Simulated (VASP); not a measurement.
A run of VASP 6.6.1 is set up as follows.

INCAR

```
ALGO     = Normal         # electronic algorithm
EDIFF    = 1E-7           # SCF threshold, eV
ENCUT    = 520            # plane-wave cutoff, eV
GGA      = PE             # functional
ISIF     = 2              # what is computed and relaxed
ISMEAR   = 0              # smearing method
LASPH    = True           # aspherical terms in the spheres
LCHARG   = False          # write CHGCAR
LREAL    = False          # projectors in reciprocal space
LWAVE    = False          # write WAVECAR
NBANDS   = 42             # bands
NELM     = 80             # most SCF steps
PREC     = Accurate       # precision mode
SIGMA    = 0.15           # smearing width, eV
```

KPOINTS

```
k-points
0
Gamma
  3 3 2
```

Contents of POSCAR:

```
Zr2GeCl4
1.0
    4.8131043322     -0.0000000029      0.0000000000
   -2.4065521636      4.1682706242      0.0000000000
    0.0000000000      0.0000000000     10.0644031280
Zr Ge Cl
2 1 4
Direct
    0.0000000000      0.0000000000      0.2640250526
    0.0000000000      0.0000000000      0.7741300891
    0.0000000000      0.0000000000      1.0191645705
    0.3333333333      0.6666666667      0.3002269758
    0.6666666667      0.3333333333      0.3002269758
    0.3333333333      0.6666666667      0.7360329681
    0.6666666667      0.3333333333      0.7360329681
```

Potentials or basis: VASP PAW PBE potentials, release 64 (Zr_sv, Ge_d, Cl).

The run is started by

```bash
$ cat potpaw_PBE.64/Zr_sv/POTCAR potpaw_PBE.64/Ge_d/POTCAR potpaw_PBE.64/Cl/POTCAR > POTCAR
$ mpirun -np 1 vasp_std > vasp.out
```

(1) What does it give for the band gap on the k mesh?

(2) Predict the pressure.

(3) What does it give for the largest force?

## Answers

(1) 0.75 eV, indirect (least direct gap 0.89 eV).

(2) 0.1 GPa.

(3) 0.031 eV/Å.

Caveat: the k points lie up to 0.50 Å⁻¹ apart.
